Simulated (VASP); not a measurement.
A run of VASP 6.6.1 is set up as follows.

POSCAR

```
KNaF2
1.0
    1.7391397325      1.0040927927      5.8155052281
   -1.7391397325      1.0040927927      5.8155052281
    0.0000000000     -2.0081855854      5.8155052281
Na K F
1 1 2
Direct
    1.0000000000      0.0000000000      0.0000000000
    0.5000000000      0.5000000000      0.5000000000
    0.2610994601      0.2610994601      0.2610994601
    0.7389005399      0.7389005399      0.7389005399
```

File INCAR.step1:

```
PREC     = Accurate       # precision mode
ENCUT    = 520            # plane-wave cutoff, eV
ISMEAR   = 0              # smearing method
SIGMA    = 0.01           # smearing width, eV
LREAL    = F              # projectors in reciprocal space
LASPH    = T              # aspherical terms in the spheres
NELM     = 60             # most SCF steps
NBANDS   = 23             # bands
GGA      = PE             # functional
ALGO     = Normal         # electronic algorithm
EDIFF    = 1E-4           # SCF threshold, eV
LWAVE    = T              # write WAVECAR
LCHARG   = F              # write CHGCAR
```

INCAR.step2

```
PREC     = Accurate       # precision mode
ENCUT    = 520            # plane-wave cutoff, eV
EDIFF    = 1E-7           # SCF threshold, eV
ISMEAR   = 0              # smearing method
SIGMA    = 0.01           # smearing width, eV
LREAL    = F              # projectors in reciprocal space
LASPH    = T              # aspherical terms in the spheres
NELM     = 60             # most SCF steps
ALGO     = Normal         # electronic algorithm
ISIF     = 2              # what is computed and relaxed
LWAVE    = F              # write WAVECAR
LCHARG   = T              # write CHGCAR
METAGGA  = R2SCAN         # meta-GGA
LMIXTAU  = T            
LELF     = T              # ELF
LVHAR    = T            
NBANDS   = 23             # bands
ISTART   = 1
```

KPOINTS

```
regular mesh
0
Gamma
  6 6 6
```

Potentials or basis: VASP PAW PBE potentials, release 64 (Na_pv, K_sv, F).

Command:

```console
$ cat potpaw_PBE.64/Na_pv/POTCAR potpaw_PBE.64/K_sv/POTCAR potpaw_PBE.64/F/POTCAR > POTCAR
$ cp INCAR.step1 INCAR
$ mpirun -np 1 vasp_std > vasp.out
$ cp INCAR.step2 INCAR
$ mpirun -np 1 vasp_std > vasp.out
```

Task: What does it give for the largest force?

Result: 0.034 eV/Å.

Task: Predict the pressure.

Result: -0.2 GPa.

Task: Predict the band gap on the k mesh.

Result: 6.99 eV.

Stress tensor (GPa, compression positive):
```
-0.23  0.00  0.00
 0.00 -0.23  0.00
 0.00  0.00 -0.09
```

Caveat: the PAW data sets were made with another functional, which shifts forces and pressure a little. A k mesh can miss the band edges.
